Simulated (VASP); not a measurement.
Set up this calculation in VASP 6.6.1, as the native input.

* Task: single point
* Functional: PBE
* Potentials or basis: VASP PAW PBE potentials, release 64 (Fe_sv, O)
* Cutoff: 600 eV
* k mesh: 11 × 11 × 11
* Occupations: fermi-dirac, width 0.05 eV
* Spin: collinear spin, ferromagnetic start
* Starting moments: [3.0, 0.0] μB
* Dipole correction: no
* Further INCAR settings: ALGO = Normal; EDIFF = 1e-06; NBANDS = 22

The structure of FeO lies in POSCAR:

```
FeO
1.0
    1.5086271663      0.8710063006      2.5026668604
   -1.5086271663      0.8710063006      2.5026668604
    0.0000000000     -1.7420126011      2.5026668604
Fe O
1 1
Direct
    0.0000000000      0.0000000000      0.0000000000
    0.5000000000      0.5000000000      0.5000000000
```

These files were run (other wordings do the same):

INCAR

```
  PREC = Accurate
  ENCUT = 600
  EDIFF = 1E-6
  ISMEAR = -1
  SIGMA = 0.05
  LREAL = F
  LASPH = T
  NELM = 200
  ALGO = Normal
  ISIF = 2
  LWAVE = F
  LCHARG = F
  ISPIN = 2
  MAGMOM = 3 0
  LORBIT = 11
  LMAXMIX = 4
  GGA = PE
  NBANDS = 22
  GGA_COMPAT = F
```

KPOINTS

```
Automatic mesh
0
Gamma
  11 11 11
```

Potentials or basis: VASP PAW PBE potentials, release 64 (Fe_sv, O).

Launch:

```console
$ cat potpaw_PBE.64/Fe_sv/POTCAR potpaw_PBE.64/O/POTCAR > POTCAR
$ mpirun -np 1 vasp_std > vasp.out
```

It gave:

```
Pressure                                              : 0.2 GPa
Band gap on the k mesh                                : zero (filled and empty bands overlap)
Net moment                                            : 4.00 μB per cell
Site moments                                          : Fe +3.48; O +0.30 μB
Valence electrons inside the program's atomic spheres : Fe 13.62; O 5.00
```

Caveat: a cell with one magnetic atom can't hold antiferromagnetic order, which such compounds often take; semilocal functionals often make such compounds metallic where correlation or magnetic order opens a gap, which also shifts bond lengths.

It took 63 s on 1 thread of Intel(R) Xeon(R) Platinum 8488C (Sapphire Rapids), with other jobs on the host, peak memory 0.23 GiB.
